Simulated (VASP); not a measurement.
# AlCo (Pm-3m) in VASP: further runs

Runs on AlCo. Level: PBEsol. Tasks: single point.

All numbers are computed with VASP 6.6.1; they aren't measurements. Logs are shortened: lines on timing, memory, paths and dates and some standing lists are left out, and cuts for length are marked.

## (1) The cell of the first run

The structure is cubic, space group Pm-3m (No. 221). The conventional cell has a = 2.819 Å, b = 2.819 Å, c = 2.819 Å, α = 90.00°, β = 90.00°, γ = 90.00°. Within 3.2 Å of Al (site symmetry m-3m) lie 8 Co at 2.44 Å and 6 Al at 2.82 Å. Co (site symmetry m-3m) has 8 Al at 2.44 Å and 6 Co at 2.82 Å within 3.2 Å.

## (2) Single point, PBEsol, collinear spin, ferromagnetic start

INCAR

```
SYSTEM = AlCo
  PREC = Accurate
  ENCUT = 520
  EDIFF = 1E-7
  ISMEAR = -1
  SIGMA = 0.1
  LREAL = .False.
  LASPH = .True.
  NELM = 150
  ALGO = Normal
  ISIF = 2
  LWAVE = .False.
  LCHARG = .True.
  ISPIN = 2
  MAGMOM = 0 3.2
  LORBIT = 11
  LMAXMIX = 4
  GGA = PS
  LELF = .True.
  LVHAR = .True.
  NBANDS = 17
```

KPOINTS

```
regular mesh
0
Gamma
  10 10 10
  0 0 0
```

POSCAR

```
AlCo
1.0
    2.8194000000      0.0000000000      0.0000000000
    0.0000000000      2.8194000000      0.0000000000
    0.0000000000      0.0000000000      2.8194000000
Al Co
1 1
Direct
    0.0000000000      0.0000000000      0.0000000000
    0.5000000000      0.5000000000      0.5000000000
```

Potentials or basis: VASP PAW PBE potentials, release 64 (Al, Co).

The run is started by

```console
$ cat potpaw_PBE.64/Al/POTCAR potpaw_PBE.64/Co/POTCAR > POTCAR
$ mpirun -np 1 vasp_std > vasp.out
```

OUTCAR:

```text
SYSTEM = AlCo
   PREC = Accurate
   ENCUT = 520
   EDIFF = 1E-7
   ISMEAR = -1
   LREAL = .False.
   LASPH = .True.
   NELM = 150
   ISIF = 2
   ISPIN = 2
   LORBIT = 11
   GGA = PS

 ion  position               nearest neighbor table
   1  0.000  0.000  0.000-   2 2.44   2 2.44   2 2.44   2 2.44   2 2.44   2 2.44   2 2.44   2 2.44

   2  0.500  0.500  0.500-   1 2.44   1 2.44   1 2.44   1 2.44   1 2.44   1 2.44   1 2.44   1 2.44

  LATTYP: Found a simple cubic cell.
 ALAT       =     2.8194000000

  Lattice vectors:

 A1 = (   2.8194000000,   0.0000000000,   0.0000000000)
 A2 = (   0.0000000000,   2.8194000000,   0.0000000000)
 A3 = (   0.0000000000,   0.0000000000,   2.8194000000)

Analysis of symmetry for initial positions (statically):
=====================================================================
 Subroutine PRICEL returns:
 Original cell was already a primitive cell.

 Routine SETGRP: Setting up the symmetry group for a
 simple cubic supercell.

 Subroutine GETGRP returns: Found 48 space group operations
 (whereof 48 operations were pure point group operations)
 out of a pool of 48 trial point group operations.

The static configuration has the point symmetry O_h .

Analysis of symmetry for dynamics (positions and initial velocities):
=====================================================================
 Subroutine PRICEL returns:
 Original cell was already a primitive cell.

 Routine SETGRP: Setting up the symmetry group for a
 simple cubic supercell.

 Subroutine GETGRP returns: Found 48 space group operations
 (whereof 48 operations were pure point group operations)
 out of a pool of 48 trial point group operations.

The dynamic configuration has the point symmetry O_h .

Analysis of structural, dynamic, and magnetic symmetry:
=====================================================================
 Subroutine PRICEL returns:
 Original cell was already a primitive cell.

 Routine SETGRP: Setting up the symmetry group for a
 simple cubic supercell.

 Subroutine GETGRP returns: Found 48 space group operations
 (whereof 48 operations were pure point group operations)
 out of a pool of 48 trial point group operations.

The overall configuration has the point symmetry O_h .

 Subroutine INISYM returns: Found 48 space group operations
 (whereof 48 operations are pure point group operations),
 and found     1 'primitive' translations

----------------------------------------------------------------------------------------

                                     Primitive cell

  volume of cell :      22.4115

  direct lattice vectors                    reciprocal lattice vectors
     2.819400000  0.000000000  0.000000000     0.354685394  0.000000000  0.000000000
     0.000000000  2.819400000  0.000000000     0.000000000  0.354685394  0.000000000
     0.000000000  0.000000000  2.819400000     0.000000000  0.000000000  0.354685394

  length of vectors
     2.819400000  2.819400000  2.819400000     0.354685394  0.354685394  0.354685394

  position of ions in fractional coordinates (direct lattice)
     0.000000000  0.000000000  0.000000000
     0.500000000  0.500000000  0.500000000

  ion indices of the primitive-cell ions
   primitive index   ion index
                 1           1
                 2           2

----------------------------------------------------------------------------------------

 KPOINTS: regular mesh

Automatic generation of k-mesh.
 Grid dimensions read from file:
 generate k-points for:   10   10   10

 Generating k-lattice:

  Cartesian coordinates                     Fractional coordinates (reciprocal lattice)
     0.035468539  0.000000000  0.000000000     0.100000000  0.000000000  0.000000000
     0.000000000  0.035468539  0.000000000     0.000000000  0.100000000  0.000000000
     0.000000000  0.000000000  0.035468539     0.000000000  0.000000000  0.100000000

  Length of vectors
     0.035468539  0.035468539  0.035468539

  Shift w.r.t. Gamma in fractional coordinates (k-lattice)
     0.000000000  0.000000000  0.000000000

 Subroutine IBZKPT returns following result:
 ===========================================

 Found     56 irreducible k-points:

 Following reciprocal coordinates:
            Coordinates               Weight
  0.000000  0.000000  0.000000      1.000000
  0.100000  0.000000  0.000000      6.000000
  0.200000  0.000000  0.000000      6.000000
  0.300000  0.000000  0.000000      6.000000
  0.400000  0.000000  0.000000      6.000000
  0.500000  0.000000  0.000000      3.000000
[... 16 lines left out ...]
  0.200000  0.100000  0.100000     24.000000
  0.300000  0.100000  0.100000     24.000000
 [... further k-points ...]
   k-points           NKPTS =     56   k-points in BZ     NKDIM =     56   number of bands    NBANDS=     17
   number of dos      NEDOS =    301   number of ions     NIONS =      2
   total plane-waves  NPLWV =  13824
   dimension x,y,z NGX =    24 NGY =   24 NGZ =   24
   dimension x,y,z NGXF=    48 NGYF=   48 NGZF=   48
   ions per type =               1   1
   NGX,Y,Z   is equivalent  to a cutoff of  14.15, 14.15, 14.15 a.u.
   NGXF,Y,Z  is equivalent  to a cutoff of  28.30, 28.30, 28.30 a.u.
 SYSTEM =  AlCo
   PREC   = accura    normal or accurate (medium, high low for compatibility)
   ISTART =      0    job   : 0-new  1-cont  2-samecut
   ICHARG =      2    charge: 1-file 2-atom 10-const
   ISPIN  =      2    spin polarized calculation?
   LNONCOLLINEAR =      F non collinear calculations
   LSORBIT =      F    spin-orbit coupling
   LASPH  =      T    aspherical Exc in radial PAW
   ENCUT  =  520.0 eV  38.22 Ry    6.18 a.u.   5.24  5.24  5.24*2*pi/ulx,y,z
   NELM   =    150;   NELMIN=  2; NELMDL= -5     # of ELM steps
   EDIFF  = 0.1E-06   stopping-criterion for ELM
   LREAL  =      F    real-space projection
   EDIFFG = 0.1E-05   stopping-criterion for IOM
   NSW    =      0    number of steps for IOM
   IBRION =     -1    ionic relax: 0-MD 1-quasi-New 2-CG
   NFREE  =      0    steps in history (QN), initial steepest desc. (CG)
   ISIF   =      2    stress and relaxation
   ISYM   =      2    0-nonsym 1-usesym 2-fastsym
   POTIM  = 0.5000    time-step for ionic-motion
   TEBEG  =    0.0;   TEEND  =   0.0 temperature during run
   PSTRESS=    0.0 pullay stress
   NELECT =      12.0000    total number of electrons
   NUPDOWN=      -1.0000    fix difference up-down
   EMIN   =  10.00;   EMAX   =-10.00  energy-range for DOS
   EFERMI =   0.00;   METHOD = LEGACY
   ISMEAR =    -1;   SIGMA  =   0.10  broadening in eV -4-tet -1-fermi 0-gaus
   EFERMI_NEDOS =   21; number of points for ismear=-14 and -15
   IALGO  =     38    algorithm
   IMIX   =      4    mixing-type and parameters
     AMIX     =   0.40;   BMIX     =  1.00
     AMIX_MAG =   1.60;   BMIX_MAG =  1.00
  volume/ion in A,a.u.               =      11.21        75.62
  Fermi-wavevector in a.u.,A,eV,Ry     =   1.329368  2.512141 24.044478  1.767219
  Thomas-Fermi vector in A             =   2.458536
   LORBIT       =     11    0 simple, 1 ext, 2 COOP (PROOUT), +10 PAW based schemes
   GGA     = PS    functional components
   LHFCALC =     F    Hartree Fock is set to
   AEXX    =    0.0000 exact exchange contribution
   IVDW    =     0    specifies the selected vdW correction
   LEPSILON=     F    determine dielectric tensor
   LRPA    =     F    only Hartree local field effects (RPA)
 spin polarized calculation
  energy-cutoff  :      520.00
  volume of cell :       22.41
 maximum number of plane-waves:       624
 NGX is ok and might be reduce to    24
   NGX = 11   NGY = 11   NGZ = 11

 number of electron      11.9999996 magnetization       0.0004466

 Free energy of the ion-electron system (eV)
  ---------------------------------------------------
  ext. energy  EPLUGINS =         0.00000000
  ---------------------------------------------------
  free energy    TOTEN  =       -13.09584298 eV

  energy without entropy =      -13.06844072  energy(sigma->0) =      -13.08214185

 E-fermi :  10.8294     XC(G=0): -12.5438

 val. band max:       10.8175424997   @ k =   0.5000   0.4000   0.1000
 cond. band min:      10.9421668141   @ k =   0.5000   0.3000   0.0000
 fundamental gap:      0.1246243145
 Fermi energy:        10.8294310273

 spin component 1

 k-point     1 :       0.0000    0.0000    0.0000
  band No.  band energies     occupation
      1      -0.4034      1.00000
      2       7.7508      1.00000
      3       7.7508      1.00000
      4      10.0259      0.99968
      5      10.0259      0.99968
      6      10.0259      0.99968
[... 9 lines left out ...]
     16      34.8678      0.00000
     17      34.8678      0.00000
[... 441 lines left out ...]
 k-point    24 :       0.3000    0.1000    0.1000
  band No.  band energies     occupation
      1       1.6588      1.00000
      2       7.0973      1.00000
      3       8.1649      1.00000
      4       9.2426      1.00000
      5       9.3438      1.00000
      6       9.9086      0.99990
[... 9 lines left out ...]
     16      32.2117      0.00000
     17      33.3073      0.00000

 [... further k-points ...]

 spin component 2

 k-point     1 :       0.0000    0.0000    0.0000
  band No.  band energies     occupation
      1      -0.4035      1.00000
      2       7.7515      1.00000
      3       7.7515      1.00000
      4      10.0263      0.99967
      5      10.0263      0.99967
      6      10.0263      0.99967
[... 9 lines left out ...]
     16      34.8677      0.00000
     17      34.8677      0.00000
[... 441 lines left out ...]
 k-point    24 :       0.3000    0.1000    0.1000
  band No.  band energies     occupation
      1       1.6587      1.00000
      2       7.0975      1.00000
      3       8.1656      1.00000
      4       9.2429      1.00000
      5       9.3442      1.00000
      6       9.9090      0.99990
[... 9 lines left out ...]
     16      32.2117      0.00000
     17      33.3073      0.00000

 [... further k-points ...]
[... 5 lines left out ...]
  --------------------------------------------------------------------------------------
  -------------------------------------------------------------------------------------
  Total        0.1278227      0.1278227      0.1278227     -0.0000000     -0.0000000     -0.0000000
  in kB        9.1379427      9.1379427      9.1379427     -0.0000000     -0.0000000     -0.0000000
  external PRESSURE =       9.1379427 kB  Pullay stress =       0.0000000 kB

 VOLUME and BASIS-vectors are now :
 -----------------------------------------------------------------------------
  energy-cutoff  :      520.00
  volume of cell :       22.41
      direct lattice vectors                 reciprocal lattice vectors
     2.819400000  0.000000000  0.000000000     0.354685394  0.000000000  0.000000000
     0.000000000  2.819400000  0.000000000     0.000000000  0.354685394  0.000000000
     0.000000000  0.000000000  2.819400000     0.000000000  0.000000000  0.354685394

 POSITION                                       TOTAL-FORCE (eV/Angst)
 -----------------------------------------------------------------------------------
      0.00000      0.00000      0.00000         0.000000      0.000000      0.000000
      1.40970      1.40970      1.40970         0.000000      0.000000      0.000000
 -----------------------------------------------------------------------------------
    total drift:                                0.000000     -0.000000     -0.000000

  FREE ENERGIE OF THE ION-ELECTRON SYSTEM (eV)
  ---------------------------------------------------
  free  energy   TOTEN  =       -13.0958429769 eV

  energy  without entropy=      -13.0684407182  energy(sigma->0) =      -13.08214185

 total charge

# of ion       s       p       d       tot
------------------------------------------
    1        0.398   0.443   0.000   0.840
    2        0.449   0.536   7.534   8.519
--------------------------------------------------
tot          0.847   0.978   7.534   9.359

 magnetization (x)

# of ion       s       p       d       tot
------------------------------------------
    1       -0.000  -0.000   0.000  -0.000
    2       -0.000  -0.000   0.000   0.000
--------------------------------------------------
tot         -0.000  -0.000   0.000   0.000
```

Wall time 18 s (1 thread of Intel Xeon 6975P-C, shared host); peak memory 0.17 GiB.

What came out:

* Free energy: -13.0958 eV
* Pressure: 0.9 GPa
* Band gap on the k mesh: zero (filled and empty bands overlap)
* Net moment: 0.00 μB per cell
* Valence electrons inside the program's atomic spheres: Al 0.84; Co 8.52

Caveat: the starting moments collapsed, and a magnetic state may lie lower; the PAW data sets were made with another functional, which shifts forces and pressure a little.

(Part 1 of 2 ends here.)
